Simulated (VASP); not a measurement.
# Ti3Si (Fm-3m) in VASP: further runs

Ti3Si is run at these levels: LDA; tasks: single point.

Everything below comes from runs of VASP 6.6.1. Logs are shortened: lines on timing, memory, paths and dates and some standing lists are left out, and cuts for length are marked.

## 1. The cell of the first run

Symmetry: Fm-3m, No. 225, cubic system. The conventional cell has a = 6.072 Å, b = 6.072 Å, c = 6.072 Å, α = 90.00°, β = 90.00°, γ = 90.00°. Within 3.5 Å of Ti (site symmetry -43m) lie 10 Ti at 2.63 to 3.04 Å and 4 Si at 2.63 Å. Within 3.5 Å of Ti (site symmetry m-3m) lie 8 Ti at 2.63 Å and 6 Si at 3.04 Å. Si (site symmetry m-3m) has 14 Ti at 2.63 to 3.04 Å within 3.5 Å.

## 2. Single point, LDA

The input, INCAR:

```
SYSTEM = Ti3Si
PREC     = Accurate       ! precision mode
ENCUT    = 520            ! plane-wave cutoff, eV
EDIFF    = 1E-6           ! SCF threshold, eV
ISMEAR   = -1             ! smearing method
SIGMA    = 0.1            ! smearing width, eV
LREAL    = .False.        ! projectors in reciprocal space
LASPH    = .True.         ! aspherical terms in the spheres
NELM     = 60             ! most SCF steps
ALGO     = Normal         ! electronic algorithm
ISIF     = 2              ! what is computed and relaxed
LWAVE    = .False.        ! write WAVECAR
LCHARG   = .False.        ! write CHGCAR
GGA      = CA             ! functional
NBANDS   = 28             ! bands
```

The input, KPOINTS:

```
Automatic mesh
0
Gamma
  6 6 6
  0 0 0
```

The input, POSCAR:

```
Ti3Si
1.0
    0.0000000000      3.0358423394      3.0358423394
    3.0358423394      0.0000000000      3.0358423394
    3.0358423394      3.0358423394      0.0000000000
Ti Si
3 1
Direct
    0.7500000000      0.7500000000      0.7500000000
    0.2500000000      0.2500000000      0.2500000000
    0.0000000000      0.0000000000      0.0000000000
    0.5000000000      0.5000000000      0.5000000000
```

Potentials or basis: VASP PAW LDA potentials, release 64 (Ti_sv, Si).

Run with:

```sh
$ cat potpaw_LDA.64/Ti_sv/POTCAR potpaw_LDA.64/Si/POTCAR > POTCAR
$ mpirun -np 1 vasp_std > vasp.out
```

OUTCAR:

```text
SYSTEM = Ti3Si
   PREC = Accurate
   ENCUT = 520
   EDIFF = 1E-6
   ISMEAR = -1
   LREAL = .False.
   LASPH = .True.
   NELM = 60
   ISIF = 2
   GGA = CA

 ion  position               nearest neighbor table
   1  0.750  0.750  0.750-   4 2.63   4 2.63   4 2.63   3 2.63   3 2.63   3 2.63   4 2.63   3 2.63

   2  0.250  0.250  0.250-   3 2.63   3 2.63   3 2.63   4 2.63   4 2.63   4 2.63   4 2.63   3 2.63

   3  0.000  0.000  0.000-   1 2.63   1 2.63   1 2.63   2 2.63   2 2.63   2 2.63   2 2.63   1 2.63

   4  0.500  0.500  0.500-   2 2.63   2 2.63   2 2.63   1 2.63   1 2.63   1 2.63   2 2.63   1 2.63

  LATTYP: Found a face centered cubic cell.
 ALAT       =     6.0716846788

  Lattice vectors:

 A1 = (   0.0000000000,   3.0358423394,   3.0358423394)
 A2 = (   3.0358423394,   0.0000000000,   3.0358423394)
 A3 = (   3.0358423394,   3.0358423394,   0.0000000000)

Analysis of symmetry for initial positions (statically):
=====================================================================
 Subroutine PRICEL returns:
 Original cell was already a primitive cell.

 Routine SETGRP: Setting up the symmetry group for a
 face centered cubic supercell.

 Subroutine GETGRP returns: Found 48 space group operations
 (whereof 48 operations were pure point group operations)
 out of a pool of 48 trial point group operations.

The static configuration has the point symmetry O_h .

Analysis of symmetry for dynamics (positions and initial velocities):
=====================================================================
 Subroutine PRICEL returns:
 Original cell was already a primitive cell.

 Routine SETGRP: Setting up the symmetry group for a
 face centered cubic supercell.

 Subroutine GETGRP returns: Found 48 space group operations
 (whereof 48 operations were pure point group operations)
 out of a pool of 48 trial point group operations.

The dynamic configuration has the point symmetry O_h .

 Subroutine INISYM returns: Found 48 space group operations
 (whereof 48 operations are pure point group operations),
 and found     1 'primitive' translations

----------------------------------------------------------------------------------------

                                     Primitive cell

  volume of cell :      55.9587

  direct lattice vectors                    reciprocal lattice vectors
     0.000000000  3.035842339  3.035842339    -0.164698935  0.164698935  0.164698935
     3.035842339  0.000000000  3.035842339     0.164698935 -0.164698935  0.164698935
     3.035842339  3.035842339  0.000000000     0.164698935  0.164698935 -0.164698935

  length of vectors
     4.293329410  4.293329410  4.293329410     0.285266923  0.285266923  0.285266923

  position of ions in fractional coordinates (direct lattice)
     0.750000000  0.750000000  0.750000000
     0.250000000  0.250000000  0.250000000
     0.000000000  0.000000000  0.000000000
     0.500000000  0.500000000  0.500000000

  ion indices of the primitive-cell ions
   primitive index   ion index
                 1           1
                 2           2
                 3           3
                 4           4

----------------------------------------------------------------------------------------

 KPOINTS: Automatic mesh

Automatic generation of k-mesh.
 Grid dimensions read from file:
 generate k-points for:    6    6    6

 Generating k-lattice:

  Cartesian coordinates                     Fractional coordinates (reciprocal lattice)
    -0.027449822  0.027449822  0.027449822     0.166666667  0.000000000  0.000000000
     0.027449822 -0.027449822  0.027449822     0.000000000  0.166666667  0.000000000
     0.027449822  0.027449822 -0.027449822     0.000000000  0.000000000  0.166666667

  Length of vectors
     0.047544487  0.047544487  0.047544487

  Shift w.r.t. Gamma in fractional coordinates (k-lattice)
     0.000000000  0.000000000  0.000000000

 Subroutine IBZKPT returns following result:
 ===========================================

 Found     16 irreducible k-points:

 Following reciprocal coordinates:
            Coordinates               Weight
  0.000000  0.000000  0.000000      1.000000
  0.166667  0.000000  0.000000      8.000000
  0.333333  0.000000  0.000000      8.000000
  0.500000  0.000000  0.000000      4.000000
  0.166667  0.166667  0.000000      6.000000
  0.333333  0.166667  0.000000     24.000000
[... 8 lines left out ...]
 -0.333333  0.333333  0.166667     24.000000
 -0.333333  0.500000  0.166667     12.000000
   k-points           NKPTS =     16   k-points in BZ     NKDIM =     16   number of bands    NBANDS=     28
   number of dos      NEDOS =    301   number of ions     NIONS =      4
   total plane-waves  NPLWV =  32768
   dimension x,y,z NGX =    32 NGY =   32 NGZ =   32
   dimension x,y,z NGXF=    64 NGYF=   64 NGZF=   64
   ions per type =               3   1
   NGX,Y,Z   is equivalent  to a cutoff of  12.39, 12.39, 12.39 a.u.
   NGXF,Y,Z  is equivalent  to a cutoff of  24.78, 24.78, 24.78 a.u.
 SYSTEM =  Ti3Si
   PREC   = accura    normal or accurate (medium, high low for compatibility)
   ISTART =      0    job   : 0-new  1-cont  2-samecut
   ICHARG =      2    charge: 1-file 2-atom 10-const
   ISPIN  =      1    spin polarized calculation?
   LNONCOLLINEAR =      F non collinear calculations
   LSORBIT =      F    spin-orbit coupling
   LASPH  =      T    aspherical Exc in radial PAW
   ENCUT  =  520.0 eV  38.22 Ry    6.18 a.u.   7.98  7.98  7.98*2*pi/ulx,y,z
   NELM   =     60;   NELMIN=  2; NELMDL= -5     # of ELM steps
   EDIFF  = 0.1E-05   stopping-criterion for ELM
   LREAL  =      F    real-space projection
[... 7 lines left out ...]
   TEBEG  =    0.0;   TEEND  =   0.0 temperature during run
   PSTRESS=    0.0 pullay stress
   NELECT =      40.0000    total number of electrons
   NUPDOWN=      -1.0000    fix difference up-down
   EMIN   =  10.00;   EMAX   =-10.00  energy-range for DOS
   EFERMI =   0.00;   METHOD = LEGACY
   ISMEAR =    -1;   SIGMA  =   0.10  broadening in eV -4-tet -1-fermi 0-gaus
   EFERMI_NEDOS =   21; number of points for ismear=-14 and -15
   IALGO  =     38    algorithm
   IMIX   =      4    mixing-type and parameters
     AMIX     =   0.40;   BMIX     =  1.00
     AMIX_MAG =   1.60;   BMIX_MAG =  1.00
  volume/ion in A,a.u.               =      13.99        94.41
  Fermi-wavevector in a.u.,A,eV,Ry     =   1.463768  2.766121 29.152075  2.142617
  Thomas-Fermi vector in A             =   2.579824
   LORBIT       =      0    0 simple, 1 ext, 2 COOP (PROOUT), +10 PAW based schemes
   GGA     = CA    functional components
   LHFCALC =     F    Hartree Fock is set to
   AEXX    =    0.0000 exact exchange contribution
   IVDW    =     0    specifies the selected vdW correction
   LEPSILON=     F    determine dielectric tensor
   LRPA    =     F    only Hartree local field effects (RPA)
 non-spin polarized calculation
  energy-cutoff  :      520.00
  volume of cell :       55.96
 maximum number of plane-waves:      1527
   NGX = 15   NGY = 15   NGZ = 15

 number of electron      39.9999997 magnetization

 Free energy of the ion-electron system (eV)
  ---------------------------------------------------
  ext. energy  EPLUGINS =         0.00000000
  ---------------------------------------------------
  free energy    TOTEN  =       -33.20873379 eV

  energy without entropy =      -33.02178877  energy(sigma->0) =      -33.11526128

 E-fermi :  10.3265     XC(G=0): -12.4988

 val. band max:       10.3213117319   @ k =   0.3333   0.1667   0.0000
 cond. band min:      10.3321643275   @ k =   0.5000   0.3333   0.0000
 fundamental gap:      0.0108525956
 Fermi energy:        10.3265091389

 k-point     1 :       0.0000    0.0000    0.0000
  band No.  band energies     occupation
      1     -45.3202      2.00000
      2     -45.1516      2.00000
      3     -44.8080      2.00000
      4     -22.0398      2.00000
      5     -22.0398      2.00000
      6     -22.0398      2.00000
[... 20 lines left out ...]
     27      13.7970      0.00000
     28      14.0360      0.00000

 k-point     2 :       0.1667    0.0000    0.0000
  band No.  band energies     occupation
      1     -45.3020      2.00000
      2     -45.1572      2.00000
      3     -44.8212      2.00000
      4     -22.1403      2.00000
      5     -22.1048      2.00000
      6     -22.1048      2.00000
[... 20 lines left out ...]
     27      14.0303      0.00000
     28      14.0578      0.00000

 k-point     3 :       0.3333    0.0000    0.0000
  band No.  band energies     occupation
      1     -45.2578      2.00000
      2     -45.1736      2.00000
      3     -44.8503      2.00000
      4     -22.1633      2.00000
      5     -22.1633      2.00000
      6     -22.1602      2.00000
[... 20 lines left out ...]
     27      13.6840      0.00000
     28      13.6840      0.00000

 k-point     4 :       0.5000    0.0000    0.0000
  band No.  band energies     occupation
      1     -45.2212      2.00000
      2     -45.1944      2.00000
      3     -44.8666      2.00000
      4     -22.1852      2.00000
      5     -22.1852      2.00000
      6     -22.1319      2.00000
[... 330 lines left out ...]
     27      13.7913      0.00000
     28      13.9770      0.00000

 k-point    15 :      -0.3333    0.3333    0.1667
  band No.  band energies     occupation
      1     -45.2012      2.00000
      2     -45.1940      2.00000
      3     -44.8876      2.00000
      4     -22.3319      2.00000
      5     -22.1671      2.00000
      6     -22.1416      2.00000
[... 20 lines left out ...]
     27      13.3493      0.00000
     28      13.8335      0.00000

 k-point    16 :      -0.3333    0.5000    0.1667
  band No.  band energies     occupation
      1     -45.2011      2.00000
      2     -45.1865      2.00000
      3     -44.8952      2.00000
      4     -22.3660      2.00000
      5     -22.2504      2.00000
      6     -22.0686      2.00000
[... 20 lines left out ...]
     27      13.2550      0.00000
     28      13.3888      0.00000

------------------------ aborting loop because EDIFF is reached ----------------------------------------

  FORCE on cell =-STRESS in cart. coord.  units (eV):
  Direction    XX          YY          ZZ          XY          YZ          ZX
  --------------------------------------------------------------------------------------
  -------------------------------------------------------------------------------------
  Total        2.1741707      2.1741707      2.1741707      0.0000000     -0.0000000      0.0000000
  in kB       62.2496022     62.2496022     62.2496022      0.0000000     -0.0000000      0.0000000
  external PRESSURE =      62.2496022 kB  Pullay stress =       0.0000000 kB

 VOLUME and BASIS-vectors are now :
 -----------------------------------------------------------------------------
  energy-cutoff  :      520.00
  volume of cell :       55.96
      direct lattice vectors                 reciprocal lattice vectors
     0.000000000  3.035842339  3.035842339    -0.164698935  0.164698935  0.164698935
     3.035842339  0.000000000  3.035842339     0.164698935 -0.164698935  0.164698935
     3.035842339  3.035842339  0.000000000     0.164698935  0.164698935 -0.164698935

 POSITION                                       TOTAL-FORCE (eV/Angst)
 -----------------------------------------------------------------------------------
      4.55376      4.55376      4.55376         0.000000     -0.000000     -0.000000
      1.51792      1.51792      1.51792         0.000000      0.000000      0.000000
      0.00000      0.00000      0.00000        -0.000000     -0.000000     -0.000000
      3.03584      3.03584      3.03584        -0.000000     -0.000000     -0.000000
 -----------------------------------------------------------------------------------
    total drift:                               -0.000000     -0.000000      0.000000

  FREE ENERGIE OF THE ION-ELECTRON SYSTEM (eV)
  ---------------------------------------------------
  free  energy   TOTEN  =       -33.2087337854 eV

  energy  without entropy=      -33.0217887720  energy(sigma->0) =      -33.11526128
```

Run time: 33 s. Hardware: 1 thread of AMD EPYC 7R13 (Zen 3), shared host; peak memory 0.13 GiB.

What came out:

```yaml
Free_energy: -33.2087 eV
Pressure: 6.2 GPa
Band_gap_on_the_k_mesh: zero (band 20 reaches 10.42 eV, above the bottom of band 21 at 9.99 eV)
```

Levels at points of the mesh, in eV from the Fermi level:
```tsv
k point	band 17	band 18	band 19	band 20	band 21	band 22	band 23	band 24
(0.00, 0.00, 0.00)	-2.36	-2.36	0.01	0.01	0.01	2.54	2.54	2.54
(0.50, 0.00, 0.00)	-0.57	-0.55	-0.55	-0.16	-0.16	0.80	0.96	0.96
(0.50, 0.50, 0.00)	-1.84	-1.84	-0.41	-0.34	-0.34	1.02	1.47	1.47
```

## 3. Single point, LDA

This run uses another cell than the first one, of 14.38 Å³/atom, 1.028 times its volume.

The input, INCAR:

```
ALGO = Normal
EDIFF = 1E-7
ENCUT = 520
GGA = CA
ISIF = 2
ISMEAR = -1
LASPH = T
LCHARG = F
LREAL = F
LWAVE = F
NBANDS = 28
NELM = 80
PREC = Accurate
SIGMA = 0.1
```

The input, KPOINTS:

```
k-points
0
Gamma
  6 6 6
```

The input, POSCAR:

```
Ti3Si
1.0
    0.0000000000      3.0636956598      3.0636956598
    3.0636956598      0.0000000000      3.0636956598
    3.0636956598      3.0636956598      0.0000000000
Ti Si
3 1
Direct
    0.7500000000      0.7500000000      0.7500000000
    0.2500000000      0.2500000000      0.2500000000
    0.0000000000      0.0000000000      0.0000000000
    0.5000000000      0.5000000000      0.5000000000
```

Potentials or basis: VASP PAW LDA potentials, release 64 (Ti_sv, Si).

Run with:

```sh
$ cat potpaw_LDA.64/Ti_sv/POTCAR potpaw_LDA.64/Si/POTCAR > POTCAR
$ mpirun -np 1 vasp_std > vasp.out
```

Wall time 42 s (1 thread of AMD EPYC 7R13 (Zen 3), shared host); peak memory 0.13 GiB.

It converged, with:

```yaml
Free_energy: -33.2473 eV
Pressure: 1.7 GPa
Band_gap_on_the_k_mesh: zero (band 20 reaches 10.09 eV, above the bottom of band 21 at 9.69 eV)
```

Levels at points of the mesh, in eV from the Fermi level:
```
           k point  band 17  band 18  band 19  band 20  band 21  band 22  band 23  band 24
(0.00, 0.00, 0.00)    -2.26    -2.26     0.00     0.00     0.00     2.46     2.46     2.46
(0.50, 0.00, 0.00)    -0.56    -0.53    -0.53    -0.16    -0.16     0.75     0.94     0.94
(0.50, 0.50, 0.00)    -1.84    -1.84    -0.38    -0.31    -0.31     1.03     1.41     1.41
```
